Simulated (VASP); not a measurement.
# Rh in VASP: single point with r2SCAN

Aim: the single point of Rh with r2SCAN.

Everything below comes from runs of VASP 6.6.1. Logs are shortened: lines on timing, memory, paths and dates and some standing lists are left out, and cuts for length are marked.

### Step 1. The cell of the first run

The cell holds a slab with vacuum, 5 atoms: a = 2.687 Å, b = 2.687 Å, c = 23.600 Å, α = 90.00°, β = 90.00°, γ = 90.00°.

### Step 2. Single point, r2SCAN

POSCAR reads:

```
Rh
1.0
    2.6869887600      0.0000000000      0.0000000000
    0.0000000000      2.6869887600      0.0000000000
    0.0000000000      0.0000000000     23.6000000000
Rh
5
Direct
    0.0000000000      0.0000000000      0.3389840702
    0.5000000000      0.5000000000      0.4194920349
    0.0000000000      0.0000000000      0.5000000000
    0.5000000000      0.5000000000      0.5805079651
    0.0000000000      0.0000000000      0.6610159298
```

INCAR.step1 reads:

```
  PREC = Accurate
  ENCUT = 520
  ISMEAR = -1
  SIGMA = 0.05
  LREAL = False
  LASPH = True
  NELM = 80
  LDIPOL = True
  IDIPOL = 3
  DIPOL = 0.5 0.5 0.500
  NBANDS = 46
  GGA = PE
  ALGO = Normal
  EDIFF = 1E-4
  LWAVE = True
  LCHARG = False
```

INCAR.step2 reads:

```
  PREC = Accurate
  ENCUT = 520
  EDIFF = 1E-7
  ISMEAR = -1
  SIGMA = 0.05
  LREAL = False
  LASPH = True
  NELM = 80
  ALGO = Normal
  ISIF = 2
  LWAVE = False
  LCHARG = False
  LDIPOL = True
  IDIPOL = 3
  DIPOL = 0.5 0.5 0.500
  METAGGA = R2SCAN
  LMIXTAU = True
  NBANDS = 46
  ISTART = 1
```

KPOINTS reads:

```
regular mesh
0
Gamma
  15 15 1
```

Potentials or basis: VASP PAW PBE potentials, release 64 (Rh_pv).

The run is started by

```
$ cat potpaw_PBE.64/Rh_pv/POTCAR > POTCAR
$ cp INCAR.step1 INCAR
$ mpirun -np 1 vasp_std > vasp.out
$ cp INCAR.step2 INCAR
$ mpirun -np 1 vasp_std > vasp.out
```

OUTCAR:

```text
PREC = Accurate
   ENCUT = 520
   EDIFF = 1E-7
   ISMEAR = -1
   LREAL = False
   LASPH = True
   NELM = 80
   ISIF = 2
   METAGGA = R2SCAN
   ISTART = 1

 ion  position               nearest neighbor table
   1  0.000  0.000  0.339-   2 2.69   2 2.69   2 2.69   2 2.69
   2  0.500  0.500  0.419-   1 2.69   1 2.69   1 2.69   1 2.69   3 2.69   3 2.69   3 2.69   3 2.69

   3  0.000  0.000  0.500-   2 2.69   4 2.69   2 2.69   4 2.69   2 2.69   4 2.69   2 2.69   4 2.69

   4  0.500  0.500  0.581-   5 2.69   5 2.69   5 2.69   5 2.69   3 2.69   3 2.69   3 2.69   3 2.69

   5  0.000  0.000  0.661-   4 2.69   4 2.69   4 2.69   4 2.69

  LATTYP: Found a simple tetragonal cell.
 ALAT       =     2.6869887600
 C/A-ratio  =     8.7830661413

  Lattice vectors:

 A1 = (   2.6869887600,   0.0000000000,   0.0000000000)
 A2 = (   0.0000000000,   2.6869887600,   0.0000000000)
 A3 = (   0.0000000000,   0.0000000000,  23.6000000000)

Analysis of symmetry for initial positions (statically):
=====================================================================
 Subroutine PRICEL returns:
 Original cell was already a primitive cell.

 Routine SETGRP: Setting up the symmetry group for a
 simple tetragonal supercell.

 Subroutine GETGRP returns: Found 16 space group operations
 (whereof 16 operations were pure point group operations)
 out of a pool of 16 trial point group operations.

The static configuration has the point symmetry D_4h.

Analysis of symmetry for dynamics (positions and initial velocities):
=====================================================================
 Subroutine PRICEL returns:
 Original cell was already a primitive cell.

 Routine SETGRP: Setting up the symmetry group for a
 simple tetragonal supercell.

 Subroutine GETGRP returns: Found 16 space group operations
 (whereof 16 operations were pure point group operations)
 out of a pool of 16 trial point group operations.

The dynamic configuration has the point symmetry D_4h.

 Subroutine INISYM returns: Found 16 space group operations
 (whereof 16 operations are pure point group operations),
 and found     1 'primitive' translations

[... 101 lines left out ...]
   LREAL  =      F    real-space projection
   EDIFFG = 0.1E-05   stopping-criterion for IOM
   NSW    =      0    number of steps for IOM
   IBRION =     -1    ionic relax: 0-MD 1-quasi-New 2-CG
   NFREE  =      0    steps in history (QN), initial steepest desc. (CG)
   ISIF   =      2    stress and relaxation
   ISYM   =      2    0-nonsym 1-usesym 2-fastsym
   POTIM  = 0.5000    time-step for ionic-motion
   TEBEG  =    0.0;   TEEND  =   0.0 temperature during run
   PSTRESS=    0.0 pullay stress
   NELECT =      75.0000    total number of electrons
   NUPDOWN=      -1.0000    fix difference up-down
   EMIN   =  10.00;   EMAX   =-10.00  energy-range for DOS
   EFERMI =   0.00;   METHOD = LEGACY
   ISMEAR =    -1;   SIGMA  =   0.05  broadening in eV -4-tet -1-fermi 0-gaus
   EFERMI_NEDOS =   21; number of points for ismear=-14 and -15
   IALGO  =     38    algorithm
   IMIX   =      4    mixing-type and parameters
     AMIX     =   0.40;   BMIX     =  1.00
     AMIX_MAG =   1.60;   BMIX_MAG =  1.00
  volume/ion in A,a.u.               =      34.08       229.97
  Fermi-wavevector in a.u.,A,eV,Ry     =   1.245319  2.353312 21.100186  1.550820
  Thomas-Fermi vector in A             =   2.379547
   LORBIT       =      0    0 simple, 1 ext, 2 COOP (PROOUT), +10 PAW based schemes
   METAGGA = R2SCAN    functional components
   LHFCALC =     F    Hartree Fock is set to
   AEXX    =    0.0000 exact exchange contribution
   IVDW    =     0    specifies the selected vdW correction
   LEPSILON=     F    determine dielectric tensor
   LRPA    =     F    only Hartree local field effects (RPA)
 non-spin polarized calculation
  energy-cutoff  :      520.00
  volume of cell :      170.39
 maximum number of plane-waves:      4622
 NGX is ok and might be reduce to    20
   NGX =  9   NGY =  9   NGZ = 87

 number of electron      74.9999985 magnetization

 dipolmoment           0.000000      0.000000     -0.000000 electrons x Angstroem

 Free energy of the ion-electron system (eV)
  ---------------------------------------------------
  ext. energy  EPLUGINS =         0.00000000
  ---------------------------------------------------
  free energy    TOTEN  =      -118.29910767 eV

  energy without entropy =     -118.23875466  energy(sigma->0) =     -118.26893116

 E-fermi :   1.6997     XC(G=0):  -6.8966

 val. band max:        1.6955323364   @ k =   0.2000   0.0000   0.0000
 cond. band min:       1.7017874749   @ k =   0.4000   0.4000   0.0000
 fundamental gap:      0.0062551385
 Fermi energy:         1.6996818911

 k-point     1 :       0.0000    0.0000    0.0000
  band No.  band energies     occupation
      1     -46.7891      2.00000
      2     -46.5283      2.00000
      3     -46.3602      2.00000
      4     -46.3602      2.00000
      5     -46.2789      2.00000
      6     -46.2559      2.00000
[... 1165 lines left out ...]
     45       8.0592      0.00000
     46       9.5253      0.00000

 [... further k-points ...]

------------------------ aborting loop because EDIFF is reached ----------------------------------------

 vacuum level on the upper side and lower side of the slab       (xc-potential included)        -0.005        -0.005

  FORCE on cell =-STRESS in cart. coord.  units (eV):
  Direction    XX          YY          ZZ          XY          YZ          ZX
  --------------------------------------------------------------------------------------
  -------------------------------------------------------------------------------------
  Total       -3.4023845     -3.4023845     -2.1279009      0.0000000     -0.0000000     -0.0000000
  in kB      -31.9926543    -31.9926543    -20.0086725      0.0000000     -0.0000000     -0.0000000
  external PRESSURE =     -27.9979937 kB  Pullay stress =       0.0000000 kB

 VOLUME and BASIS-vectors are now :
 -----------------------------------------------------------------------------
  energy-cutoff  :      520.00
  volume of cell :      170.39
      direct lattice vectors                 reciprocal lattice vectors
     2.686988760  0.000000000  0.000000000     0.372163820  0.000000000  0.000000000
     0.000000000  2.686988760  0.000000000     0.000000000  0.372163820  0.000000000
     0.000000000  0.000000000 23.600000000     0.000000000  0.000000000  0.042372881

 POSITION                                       TOTAL-FORCE (eV/Angst)
 -----------------------------------------------------------------------------------
      0.00000      0.00000      8.00002         0.000000     -0.000000      0.614261
      1.34349      1.34349      9.90001         0.000000     -0.000000     -0.679153
      0.00000      0.00000     11.80000         0.000000     -0.000000      0.000000
      1.34349      1.34349     13.69999        -0.000000      0.000000      0.679153
      0.00000      0.00000     15.59998        -0.000000     -0.000000     -0.614261
 -----------------------------------------------------------------------------------
    total drift:                                0.000000      0.000000     -0.000000

  FREE ENERGIE OF THE ION-ELECTRON SYSTEM (eV)
  ---------------------------------------------------
  free  energy   TOTEN  =      -118.2991076670 eV

  energy  without entropy=     -118.2387546589  energy(sigma->0) =     -118.26893116

 vacuum level on the upper side and lower side of the slab         6.768         6.768
```

Run time: 19 min. Hardware: 1 thread of Intel Xeon Platinum 8488C (Sapphire Rapids), shared host; peak memory 0.39 GiB.

Results:

```
Free energy            : -118.2991 eV
Largest force          : 0.679 eV/Å
Band gap on the k mesh : zero (an odd number of electrons rules out a gap without spin polarisation)
```

Forces on the atoms (eV/Å):
```
Rh   0.000  0.000  0.614
Rh   0.000  0.000 -0.679
Rh   0.000  0.000  0.000
Rh   0.000  0.000  0.679
Rh   0.000  0.000 -0.614
```

Levels at points of the mesh, in eV from the Fermi level:
| k point | band 36 | band 37 | band 38 | band 39 | band 40 | band 41 |
| --- | --- | --- | --- | --- | --- | --- |
| (0.00, 0.00, 0.00) | -0.50 | -0.44 | 0.02 | 0.16 | 0.16 | 0.51 |

Caveat: the PAW data sets were made with another functional, which shifts forces and pressure a little.
